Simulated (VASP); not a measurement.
Input of a VASP 6.6.1 run:

File INCAR:

```
  PREC = Accurate
  ENCUT = 520
  EDIFF = 1E-6
  ISMEAR = 0
  SIGMA = 0.02
  LREAL = Auto
  LASPH = True
  NELM = 80
  ALGO = Normal
  ISIF = 2
  LWAVE = False
  LCHARG = True
  GGA = CA
  LVHAR = True
  NBANDS = 166
  NELECT = 288.0
  KPAR = 4
```

File KPOINTS:

```
regular mesh
0
Gamma
  3 3 3
```

The input POSCAR:

```
Ga16As15C
1.0
   -5.6033815920      5.6033815920     -5.6033815920
    5.6033815920     -5.6033815920     -5.6033815920
   -5.6033815920     -5.6033815920      5.6033815920
Ga C As
16 1 15
Direct
    0.2919406781      0.7915350196      0.0415585064
   -0.0006778265      0.7542875421      0.2505409514
    0.7470560360      0.7451812008      0.4966198495
    0.5008073450      0.4988567839      0.0040968579
    0.5008959103      0.7542179325      0.7488990801
    0.2546304200      0.4988654861      0.2505014585
    0.0025084252      0.5022771509      0.5058000480
    0.7471574668      0.2468590060     -0.0048948204
    0.7562827337      0.5022028482      0.7521107736
    0.5009874290      0.2095031165      0.2505455418
    0.2454848269      0.2467568075      0.4967052171
   -0.0007999886      0.0005463892      0.0041709320
    0.0024063437      0.2558646038      0.7519611588
    0.7098285928      0.0005516713      0.2504843054
    0.5007857854      0.0005049865      0.4593377473
    0.2545641502      0.0005618525      0.7489461960
    0.5008665000      0.0005059519      0.2504446160
    0.2577348927      1.0005488195      0.4966385730
    1.0008107196      1.0005196869      0.7504109006
    0.7468840481      0.7573192800      0.2503455260
    0.7469276519      1.0005682682      1.0073148087
    0.5008599331      0.7573821096      0.4965777845
    0.2548560887      0.7545016267      0.7613034709
    0.0008973525      0.5005445259      0.2504418850
    1.0116709996      0.7545361274      1.0044739588
    0.7440346838      0.4898188524      0.4936293714
    0.5008570366      0.5004843874      0.7504104259
    0.2577171005      0.2465296024      0.2504428891
    0.2547616331      0.5112358012      0.0043853575
    0.9900804036      0.2437899497      0.4935681023
    0.7440063892      0.2436867287      0.7396417563
    0.5008832265      0.2466363634      0.0073450436
```

Potentials or basis: VASP PAW LDA potentials, release 64 (Ga_d, C, As).

Command:

```bash
$ cat potpaw_LDA.64/Ga_d/POTCAR potpaw_LDA.64/C/POTCAR potpaw_LDA.64/As/POTCAR > POTCAR
$ mpirun -np 4 vasp_std > vasp.out
```

Problem. Estimate the largest force.

Solution. 0.012 eV/Å.

Forces on the atoms (eV/Å):
```
Ga   0.006  0.003  0.003
Ga   0.005 -0.002  0.009
Ga  -0.008  0.001  0.002
Ga  -0.001  0.006  0.002
Ga   0.004  0.006 -0.002
Ga   0.000  0.000  0.007
Ga  -0.001 -0.001 -0.004
Ga   0.003  0.002 -0.003
Ga   0.000 -0.008  0.001
Ga   0.010 -0.004 -0.002
Ga   0.003 -0.008  0.002
Ga   0.008  0.000  0.001
Ga  -0.010 -0.001  0.000
Ga  -0.004  0.007 -0.004
Ga  -0.009 -0.005  0.006
Ga   0.007  0.003 -0.002
C   -0.006 -0.002 -0.006
As   0.000  0.004 -0.003
As  -0.005 -0.004 -0.007
As   0.003 -0.007 -0.002
As   0.000 -0.006  0.006
As   0.007 -0.005 -0.003
As  -0.001 -0.002  0.003
As  -0.007 -0.002 -0.007
As  -0.001  0.005 -0.003
As   0.000  0.007  0.004
As  -0.008 -0.001 -0.007
As  -0.003  0.003 -0.003
As   0.004 -0.002 -0.004
As   0.004  0.006  0.008
As   0.005  0.005  0.005
As  -0.003 -0.002  0.003
```

Caveat: the cell carries a net charge on a neutralising background, which shifts energy and pressure.
